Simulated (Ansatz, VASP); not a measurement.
# KBe2Br in VASP and in Ansatz

```xyz
4
Lattice="2.6580 -3.9942 0.0000 2.6580 3.9942 0.0000 0.0000 0.0000 4.3048" Properties=species:S:1:pos:R:3 pbc="T T T"
K     0.0000    0.0000    0.0000
Be    1.3290    1.9971    0.0000
Be    1.3290   -1.9971    0.0000
Br    2.6580    0.0000    2.1524
```

Alike in both runs: task relaxation of cell and atoms; functional PBE; k mesh 4 × 4 × 4; occupations gaussian, width 0.1 eV; no spin polarisation.

|  | VASP | Ansatz |
| --- | --- | --- |
| version | VASP 6.6.1 | Ansatz 0.2.0 |
| potentials or method | VASP PAW PBE potentials, release 64 (K_sv, Be, Br), cutoff 600 eV | scalar-relativistic, plane waves, PAW |
| valence electrons in the cell | 20 | 20 |

VASP gave:

```
gap on the k mesh at the Fermi level, each at its own relaxed structure (eV) : none
relaxed volume (Å³/atom)                                                     : 33.62
relaxed cell length with the largest relative difference (Å)                 : 7.071
```

**Question.** Which values does Ansatz return?

**Answer.** gap on the k mesh at the Fermi level, each at its own relaxed structure (eV): none; relaxed volume (Å³/atom): 32.91; relaxed cell length with the largest relative difference (Å): 6.940.

A gap of «none» marks a metal or a gap that the smearing closes.

The k mesh is coarse, so the values compare programs but aren't converged. Noted on VASP's run: the volume moved by over 15 % at a fixed basis, so the end points are rough.
